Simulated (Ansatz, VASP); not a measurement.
## AlIn2Sb3: VASP beside Ansatz

```
CELL_PARAMETERS angstrom
-2.29413 2.29413 9.75930
2.29413 -2.29413 9.75930
2.29413 2.29413 -9.75930
ATOMIC_POSITIONS crystal
Al 0.50000 0.50000 0.00000
In 0.83677 0.83677 0.00000
In 0.16323 0.16323 0.00000
Sb 0.57575 0.07575 0.50000
Sb 0.25000 0.75000 0.50000
Sb 0.92425 0.42425 0.50000
```

Alike in both runs: functional PBE; k mesh 12 × 12 × 12; occupations gaussian, width 0.1 eV; no spin polarisation.

Ansatz relaxed the structure, and its values are those at the end. VASP's run is a single point on that final structure, the one shown.

|  | VASP | Ansatz |
| --- | --- | --- |
| version | VASP 6.6.1 | Ansatz 0.2.0 |
| potentials or method | VASP PAW PBE potentials, release 64 (Al, In_d, Sb), cutoff 520 eV | scalar-relativistic, plane waves, PAW |
| valence electrons in the cell | 44 | 74 |

|  | VASP | Ansatz | Ansatz less VASP |
| --- | --- | --- | --- |
| gap on the k mesh at the Fermi level (eV) | none | none | - |
| pressure (GPa) | 0.0 | 0.0 | -0.03 |
| rms of the force components (eV/Å) | 0.007 | 0.002 | -0.0050 |

A gap of «none» marks a metal or a gap that the smearing closes. VASP's potentials hold 44 valence electrons a cell and Ansatz's 74, so a difference there can come from the potentials and not from the codes.

Spin-orbit coupling is off throughout.
